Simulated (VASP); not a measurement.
# TiC (Fm-3m) in VASP: further runs

Runs on TiC. Level: PBE. Tasks: single point.

All numbers are computed with VASP 6.6.1; they aren't measurements. Logs are shortened: lines on timing, memory, paths and dates and some standing lists are left out, and cuts for length are marked.

### 1 The cell of the first run

It takes space group Fm-3m (No. 225, cubic). The conventional cell has a = 4.244 Å, b = 4.244 Å, c = 4.244 Å, α = 90.00°, β = 90.00°, γ = 90.00°. Within 2.8 Å of Ti (site symmetry m-3m) lie 6 C at 2.12 Å. Within 2.8 Å of C (site symmetry m-3m) lie 6 Ti at 2.12 Å.

### 2 Single point, PBE (volume scaled by 0.94)

Input file INCAR:

```
PREC = Accurate
ENCUT = 520
EDIFF = 1E-7
ISMEAR = 0
SIGMA = 0.1
LREAL = False
LASPH = True
NELM = 80
ALGO = Normal
ISIF = 2
LWAVE = False
LCHARG = False
GGA = PE
NBANDS = 15
```

Input file KPOINTS:

```
regular mesh
0
Gamma
  16 16 16
```

Input file POSCAR:

```
TiC
1.0
    0.0000000000      2.1221858635      2.1221858635
    2.1221858635      0.0000000000      2.1221858635
    2.1221858635      2.1221858635      0.0000000000
Ti C
1 1
Direct
    0.0000000000      0.0000000000      0.0000000000
    0.5000000000      0.5000000000      0.5000000000
```

Potentials or basis: VASP PAW PBE potentials, release 64 (Ti_sv, C).

Started as:

```
$ cat potpaw_PBE.64/Ti_sv/POTCAR potpaw_PBE.64/C/POTCAR > POTCAR
$ mpirun -np 1 vasp_std > vasp.out
```

OUTCAR:

```text
PREC = Accurate
   ENCUT = 520
   EDIFF = 1E-7
   ISMEAR = 0
   LREAL = False
   LASPH = True
   NELM = 80
   ISIF = 2
   GGA = PE

 ion  position               nearest neighbor table
   1  0.000  0.000  0.000-   2 2.12   2 2.12   2 2.12   2 2.12   2 2.12   2 2.12
   2  0.500  0.500  0.500-   1 2.12   1 2.12   1 2.12   1 2.12   1 2.12   1 2.12

  LATTYP: Found a face centered cubic cell.
 ALAT       =     4.2443717270

  Lattice vectors:

 A1 = (   0.0000000000,   2.1221858635,   2.1221858635)
 A2 = (   2.1221858635,   0.0000000000,   2.1221858635)
 A3 = (   2.1221858635,   2.1221858635,   0.0000000000)

Analysis of symmetry for initial positions (statically):
=====================================================================
 Subroutine PRICEL returns:
 Original cell was already a primitive cell.

 Routine SETGRP: Setting up the symmetry group for a
 face centered cubic supercell.

 Subroutine GETGRP returns: Found 48 space group operations
 (whereof 48 operations were pure point group operations)
 out of a pool of 48 trial point group operations.

The static configuration has the point symmetry O_h .

Analysis of symmetry for dynamics (positions and initial velocities):
=====================================================================
 Subroutine PRICEL returns:
 Original cell was already a primitive cell.

 Routine SETGRP: Setting up the symmetry group for a
 face centered cubic supercell.

 Subroutine GETGRP returns: Found 48 space group operations
 (whereof 48 operations were pure point group operations)
 out of a pool of 48 trial point group operations.

The dynamic configuration has the point symmetry O_h .

 Subroutine INISYM returns: Found 48 space group operations
 (whereof 48 operations are pure point group operations),
 and found     1 'primitive' translations

----------------------------------------------------------------------------------------

                                     Primitive cell

  volume of cell :      19.1153

  direct lattice vectors                    reciprocal lattice vectors
     0.000000000  2.122185863  2.122185863    -0.235606131  0.235606131  0.235606131
     2.122185863  0.000000000  2.122185863     0.235606131 -0.235606131  0.235606131
     2.122185863  2.122185863  0.000000000     0.235606131  0.235606131 -0.235606131

  length of vectors
     3.001224030  3.001224030  3.001224030     0.408081789  0.408081789  0.408081789

  position of ions in fractional coordinates (direct lattice)
     0.000000000  0.000000000  0.000000000
     0.500000000  0.500000000  0.500000000

  ion indices of the primitive-cell ions
   primitive index   ion index
                 1           1
                 2           2

----------------------------------------------------------------------------------------

 KPOINTS: regular mesh

Automatic generation of k-mesh.
 Grid dimensions read from file:
 generate k-points for:   16   16   16

 Generating k-lattice:

  Cartesian coordinates                     Fractional coordinates (reciprocal lattice)
    -0.014725383  0.014725383  0.014725383     0.062500000  0.000000000  0.000000000
     0.014725383 -0.014725383  0.014725383     0.000000000  0.062500000  0.000000000
     0.014725383  0.014725383 -0.014725383     0.000000000  0.000000000  0.062500000

  Length of vectors
     0.025505112  0.025505112  0.025505112

  Shift w.r.t. Gamma in fractional coordinates (k-lattice)
     0.000000000  0.000000000  0.000000000

 Subroutine IBZKPT returns following result:
 ===========================================

 Found    145 irreducible k-points:

 Following reciprocal coordinates:
            Coordinates               Weight
  0.000000  0.000000  0.000000      1.000000
  0.062500  0.000000  0.000000      8.000000
  0.125000  0.000000  0.000000      8.000000
  0.187500  0.000000  0.000000      8.000000
  0.250000  0.000000  0.000000      8.000000
  0.312500  0.000000  0.000000      8.000000
[... 16 lines left out ...]
 -0.125000  0.062500  0.000000     24.000000
 -0.062500  0.062500  0.000000     12.000000
 [... further k-points ...]
   k-points           NKPTS =    145   k-points in BZ     NKDIM =    145   number of bands    NBANDS=     15
   number of dos      NEDOS =    301   number of ions     NIONS =      2
   total plane-waves  NPLWV =  13824
   dimension x,y,z NGX =    24 NGY =   24 NGZ =   24
   dimension x,y,z NGXF=    48 NGYF=   48 NGZF=   48
   ions per type =               1   1
   NGX,Y,Z   is equivalent  to a cutoff of  13.29, 13.29, 13.29 a.u.
   NGXF,Y,Z  is equivalent  to a cutoff of  26.59, 26.59, 26.59 a.u.
 SYSTEM =  unknown system
   PREC   = accura    normal or accurate (medium, high low for compatibility)
   ISTART =      0    job   : 0-new  1-cont  2-samecut
   ICHARG =      2    charge: 1-file 2-atom 10-const
   ISPIN  =      1    spin polarized calculation?
   LNONCOLLINEAR =      F non collinear calculations
   LSORBIT =      F    spin-orbit coupling
   LASPH  =      T    aspherical Exc in radial PAW
   ENCUT  =  520.0 eV  38.22 Ry    6.18 a.u.   5.58  5.58  5.58*2*pi/ulx,y,z
   NELM   =     80;   NELMIN=  2; NELMDL= -5     # of ELM steps
   EDIFF  = 0.1E-06   stopping-criterion for ELM
   LREAL  =      F    real-space projection
   EDIFFG = 0.1E-05   stopping-criterion for IOM
   NSW    =      0    number of steps for IOM
   IBRION =     -1    ionic relax: 0-MD 1-quasi-New 2-CG
   NFREE  =      0    steps in history (QN), initial steepest desc. (CG)
   ISIF   =      2    stress and relaxation
   ISYM   =      2    0-nonsym 1-usesym 2-fastsym
   POTIM  = 0.5000    time-step for ionic-motion
   TEBEG  =    0.0;   TEEND  =   0.0 temperature during run
   PSTRESS=    0.0 pullay stress
   NELECT =      16.0000    total number of electrons
   NUPDOWN=      -1.0000    fix difference up-down
   EMIN   =  10.00;   EMAX   =-10.00  energy-range for DOS
   EFERMI =   0.00;   METHOD = LEGACY
   ISMEAR =     0;   SIGMA  =   0.10  broadening in eV -4-tet -1-fermi 0-gaus
   EFERMI_NEDOS =   21; number of points for ismear=-14 and -15
   IALGO  =     38    algorithm
   IMIX   =      4    mixing-type and parameters
     AMIX     =   0.40;   BMIX     =  1.00
     AMIX_MAG =   1.60;   BMIX_MAG =  1.00
  volume/ion in A,a.u.               =       9.56        64.50
  Fermi-wavevector in a.u.,A,eV,Ry     =   1.542842  2.915548 32.386777  2.380361
  Thomas-Fermi vector in A             =   2.648589
   LORBIT       =      0    0 simple, 1 ext, 2 COOP (PROOUT), +10 PAW based schemes
   GGA     = PE    functional components
   LHFCALC =     F    Hartree Fock is set to
   AEXX    =    0.0000 exact exchange contribution
   IVDW    =     0    specifies the selected vdW correction
   LEPSILON=     F    determine dielectric tensor
   LRPA    =     F    only Hartree local field effects (RPA)
 non-spin polarized calculation
 Gauss-broadening in eV      SIGMA  =   0.10
  energy-cutoff  :      520.00
  volume of cell :       19.12
 maximum number of plane-waves:       533
   NGX = 11   NGY = 11   NGZ = 11

 number of electron      16.0000002 magnetization

 Free energy of the ion-electron system (eV)
  ---------------------------------------------------
  ext. energy  EPLUGINS =         0.00000000
  ---------------------------------------------------
  free energy    TOTEN  =       -18.64376766 eV

  energy without entropy =      -18.64188050  energy(sigma->0) =      -18.64282408

 E-fermi :  10.1393     XC(G=0): -13.0165

 val. band max:       10.1334236968   @ k =   0.1250   0.0625   0.0000
 cond. band min:      10.1630572679   @ k =   0.5000   0.5000   0.0000
 fundamental gap:      0.0296335711
 Fermi energy:        10.1393457155

 k-point     1 :       0.0000    0.0000    0.0000
  band No.  band energies     occupation
      1     -46.2670      2.00000
      2     -22.2549      2.00000
      3     -22.2549      2.00000
      4     -22.2549      2.00000
      5      -2.5365      2.00000
      6      10.8585      0.00000
      7      10.8585      0.00000
      8      10.8585      0.00000
      9      11.9005      0.00000
     10      11.9005      0.00000
     11      11.9005      0.00000
     12      11.9901      0.00000
     13      11.9901      0.00000
     14      21.5455      0.00000
     15      24.4201      0.00000

 k-point     2 :       0.0625    0.0000    0.0000
  band No.  band energies     occupation
      1     -46.2634      2.00000
      2     -22.2797      2.00000
      3     -22.2572      2.00000
      4     -22.2572      2.00000
      5      -2.4408      2.00000
      6      10.3864      0.00048
      7      10.6410      0.00000
      8      10.6410      0.00000
      9      11.2273      0.00000
     10      11.2273      0.00000
     11      12.1679      0.00000
     12      13.0220      0.00000
     13      13.0220      0.00000
     14      21.7006      0.00000
     15      24.4867      0.00000

 k-point     3 :       0.1250    0.0000    0.0000
  band No.  band energies     occupation
      1     -46.2531      2.00000
      2     -22.3496      2.00000
      3     -22.2635      2.00000
      4     -22.2635      2.00000
      5      -2.1600      2.00000
      6       9.4680      2.00000
      7       9.8267      1.99999
      8       9.8267      1.99999
      9      11.3142      0.00000
     10      11.3142      0.00000
     11      12.5369      0.00000
     12      14.1605      0.00000
     13      14.1605      0.00000
     14      22.0697      0.00000
     15      24.5938      0.00000

 k-point     4 :       0.1875    0.0000    0.0000
  band No.  band energies     occupation
      1     -46.2377      2.00000
      2     -22.4528      2.00000
      3     -22.2730      2.00000
      4     -22.2730      2.00000
      5      -1.7128      2.00000
      6       8.4016      2.00000
      7       9.0179      2.00000
      8       9.0179      2.00000
      9      11.6241      0.00000
     10      11.6241      0.00000
     11      12.8589      0.00000
     12      15.3018      0.00000
     13      15.3018      0.00000
     14      22.3030      0.00000
     15      24.7145      0.00000
[... 307 lines left out ...]
 k-point    22 :      -0.1875    0.0625    0.0000
  band No.  band energies     occupation
      1     -46.2291      2.00000
      2     -22.4959      2.00000
      3     -22.3010      2.00000
      4     -22.2682      2.00000
      5      -1.4636      2.00000
      6       7.9172      2.00000
      7       8.5609      2.00000
      8       8.8444      2.00000
      9      11.5347      0.00000
     10      12.0746      0.00000
     11      13.1430      0.00000
     12      15.0551      0.00000
     13      16.2974      0.00000
     14      22.3924      0.00000
     15      24.7567      0.00000

 k-point    23 :      -0.1250    0.0625    0.0000
  band No.  band energies     occupation
      1     -46.2456      2.00000
      2     -22.3901      2.00000
      3     -22.2864      2.00000
      4     -22.2600      2.00000
      5      -1.9513      2.00000
      6       8.9626      2.00000
      7       9.2821      2.00000
      8       9.5012      2.00000
      9      11.1934      0.00000
     10      11.7973      0.00000
     11      12.8647      0.00000
     12      14.0161      0.00000
     13      15.1971      0.00000
     14      22.3151      0.00000
     15      24.6269      0.00000

 k-point    24 :      -0.0625    0.0625    0.0000
  band No.  band energies     occupation
      1     -46.2576      2.00000
      2     -22.3137      2.00000
      3     -22.2710      2.00000
      4     -22.2562      2.00000
      5      -2.2844      2.00000
      6       9.9053      1.99907
      7      10.0910      1.50599
      8      10.0982      1.43904
      9      10.9790      0.00000
     10      11.6138      0.00000
     11      12.5344      0.00000
     12      13.1706      0.00000
     13      14.0776      0.00000
     14      21.9382      0.00000
     15      24.5672      0.00000

 [... further k-points ...]
[... 5 lines left out ...]
  --------------------------------------------------------------------------------------
  -------------------------------------------------------------------------------------
  Total        2.1145617      2.1145617      2.1145617      0.0000000      0.0000000      0.0000000
  in kB      177.2354933    177.2354933    177.2354933      0.0000000      0.0000000      0.0000000
  external PRESSURE =     177.2354933 kB  Pullay stress =       0.0000000 kB

 VOLUME and BASIS-vectors are now :
 -----------------------------------------------------------------------------
  energy-cutoff  :      520.00
  volume of cell :       19.12
      direct lattice vectors                 reciprocal lattice vectors
     0.000000000  2.122185863  2.122185863    -0.235606131  0.235606131  0.235606131
     2.122185863  0.000000000  2.122185863     0.235606131 -0.235606131  0.235606131
     2.122185863  2.122185863  0.000000000     0.235606131  0.235606131 -0.235606131

 POSITION                                       TOTAL-FORCE (eV/Angst)
 -----------------------------------------------------------------------------------
      0.00000      0.00000      0.00000         0.000000      0.000000     -0.000000
      2.12219      2.12219      2.12219        -0.000000     -0.000000      0.000000
 -----------------------------------------------------------------------------------
    total drift:                                0.000000     -0.000000     -0.000000

  FREE ENERGIE OF THE ION-ELECTRON SYSTEM (eV)
  ---------------------------------------------------
  free  energy   TOTEN  =       -18.6437676607 eV

  energy  without entropy=      -18.6418805034  energy(sigma->0) =      -18.64282408
```

Wall time 26 s (1 thread of AMD EPYC 9R45 (Zen 5), shared host); peak memory 0.14 GiB.

What came out:

- Free energy: -18.6438 eV
- Pressure: 17.7 GPa
- Band gap on the k mesh: zero (band 8 reaches 10.86 eV, above the bottom of band 9 at 9.73 eV)

### 3 Single point, PBE (volume scaled by 0.97)

Input file INCAR:

```
ALGO = Normal ; EDIFF = 1E-7
ENCUT = 520 ; GGA = PE
ISIF = 2 ; ISMEAR = 0
LASPH = T ; LCHARG = T
LELF = T ; LREAL = F
LVHAR = T ; LWAVE = F
NBANDS = 15 ; NELM = 60
PREC = Accurate ; SIGMA = 0.1
```

Input file KPOINTS:

```
k-points
0
Gamma
  16 16 16
```

Input file POSCAR:

```
TiC
1.0
    0.0000000000      2.1445263038      2.1445263038
    2.1445263038      0.0000000000      2.1445263038
    2.1445263038      2.1445263038      0.0000000000
Ti C
1 1
Direct
    0.0000000000      0.0000000000      0.0000000000
    0.5000000000      0.5000000000      0.5000000000
```

Potentials or basis: VASP PAW PBE potentials, release 64 (Ti_sv, C).

Started as:

```
$ cat potpaw_PBE.64/Ti_sv/POTCAR potpaw_PBE.64/C/POTCAR > POTCAR
$ mpirun -np 1 vasp_std > vasp.out
```

It took 25 s on 1 thread of AMD EPYC 9R45 (Zen 5), shared host; peak memory 0.14 GiB.

The run converged. Its results:

- Free energy: -18.6933 eV
- Pressure: 8.3 GPa
- Band gap on the k mesh: zero (band 8 reaches 10.47 eV, above the bottom of band 9 at 9.35 eV)

Levels at points of the mesh, in eV from the Fermi level:
| k point | band 4 | band 5 | band 6 | band 7 | band 8 | band 9 | band 10 | band 11 | band 12 | band 13 |
| --- | --- | --- | --- | --- | --- | --- | --- | --- | --- | --- |
| (0.00, 0.00, 0.00) | -32.50 | -12.53 | 0.71 | 0.71 | 0.71 | 1.72 | 1.72 | 1.72 | 1.78 | 1.78 |
| (0.50, 0.00, 0.00) | -32.56 | -8.91 | -5.97 | -2.98 | -2.98 | 3.04 | 3.04 | 4.27 | 8.39 | 8.45 |
| (0.50, 0.50, 0.00) | -32.69 | -10.23 | -3.45 | -1.70 | -0.01 | -0.01 | 2.82 | 3.67 | 3.67 | 6.08 |

(Continued in part 2 of 2.)
